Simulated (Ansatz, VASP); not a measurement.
## One calculation of KF, two programs

The input INCAR:

```
  PREC = Accurate
  ENCUT = 520
  EDIFF = 1E-7
  ISMEAR = -1
  SIGMA = 0.03
  LREAL = False
  LASPH = True
  NELM = 100
  ALGO = Normal
  ISIF = 2
  LWAVE = False
  LCHARG = False
  GGA = PS
  NBANDS = 15
```

Contents of KPOINTS:

```
Automatic mesh
0
Gamma
  9 9 9
```

POSCAR

```
KF
1.0
    0.0000000000      2.4641391241      2.4641391241
    2.4641391241      0.0000000000      2.4641391241
    2.4641391241      2.4641391241      0.0000000000
K F
1 1
Direct
    0.0000000000      0.0000000000      0.0000000000
    0.5000000000      0.5000000000      0.5000000000
```

Input for Ansatz:

```yaml
crystal:
  lattice:
    - [0.0, 2.4641391241, 2.4641391241]
    - [2.4641391241, 0.0, 2.4641391241]
    - [2.4641391241, 2.4641391241, 0.0]
  atoms:
    - { symbol: K, position: [0.0, 0.0, 0.0] }
    - { symbol: F, position: [0.5, 0.5, 0.5] }
kpoints:
  mp_grid: { grid: [9, 9, 9] }
  band_path:
    path:
      - [0.0, 0.0, 0.0]
      - [0.5, 0.0, 0.5]
      - [0.625, 0.25, 0.625]
      - [0.375, 0.375, 0.75]
      - [0.0, 0.0, 0.0]
      - [0.5, 0.5, 0.5]
      - [0.5, 0.25, 0.75]
      - [0.5, 0.0, 0.5]
    npoints: 6
scf:
  occupations: { method: fermi_dirac, width: 0.03 }
hamiltonian:
  xc: pbesol
  pseudopotentials: { kind: all_electron, lapw: { basis_error: 0.001 } }
output:
  forces: true
  stress: true
  eigenvalues: true
  populations: true
```

Change from the starting cell: volume scaled by 0.8, LAPW.

Alike in both runs: task single point; functional PBEsol; k mesh 9 × 9 × 9; occupations fermi-dirac, width 0.03 eV; no spin polarisation.

```csv
,VASP,Ansatz
version,VASP 6.6.1,Ansatz 0.2.0
potentials or method,"VASP PAW PBE potentials, release 64 (K_sv, F), cutoff 520 eV","all-electron LAPW, scalar-relativistic"
```

```tsv
	VASP	Ansatz	Ansatz less VASP
gap on the k mesh at the Fermi level (eV)	7.39	7.41	+0.016
pressure (GPa)	13.2	12.8	-0.44
```

VASP's potentials were made for PBE, not for PBEsol. Ansatz ran all-electron here, and VASP with PAW potentials.
